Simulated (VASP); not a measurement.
Input of a VASP 6.6.1 run:

INCAR

```
SYSTEM = YGe
PREC = Accurate ; ENCUT = 520
EDIFF = 1E-7 ; ISMEAR = 0
SIGMA = 0.025 ; LREAL = .False.
LASPH = .True. ; NELM = 80
ALGO = Normal ; ISIF = 2
LWAVE = .False. ; LCHARG = .False.
NBANDS = 33
```

The input KPOINTS:

```
regular mesh
0
Gamma
  7 7 7
  0 0 0
```

File POSCAR:

```
YGe
1.0
    5.7739300000      0.0000000000      0.0000000000
   -4.1857294375      3.9771769788      0.0000000000
    0.0000000000      0.0000000000      3.9545990000
Y Ge
2 2
Direct
    0.1386060000      0.8613940000      0.2500000000
    0.8613940000      0.1386060000      0.7500000000
    0.4156180000      0.5843820000      0.2500000000
    0.5843820000      0.4156180000      0.7500000000
```

Potentials or basis: VASP PAW LDA potentials, release 64 (Y_sv, Ge_d).

Command:

```bash
$ cat potpaw_LDA.64/Y_sv/POTCAR potpaw_LDA.64/Ge_d/POTCAR > POTCAR
$ mpirun -np 1 vasp_std > vasp.out
```

Q: Estimate the pressure.

A: -4.7 GPa.

Q: Estimate the largest force.

A: 0.075 eV/Å.

Q: What does it give for the band gap on the k mesh?

A: Zero (bands 25 and 26 overlap by 1.38 eV).

Forces in eV/Å, atoms in the order of the input:
```
Y   -0.069  0.028  0.000
Y    0.069 -0.028  0.000
Ge  -0.062  0.025  0.000
Ge   0.062 -0.025  0.000
```

Caveat: the cell stands under tension.
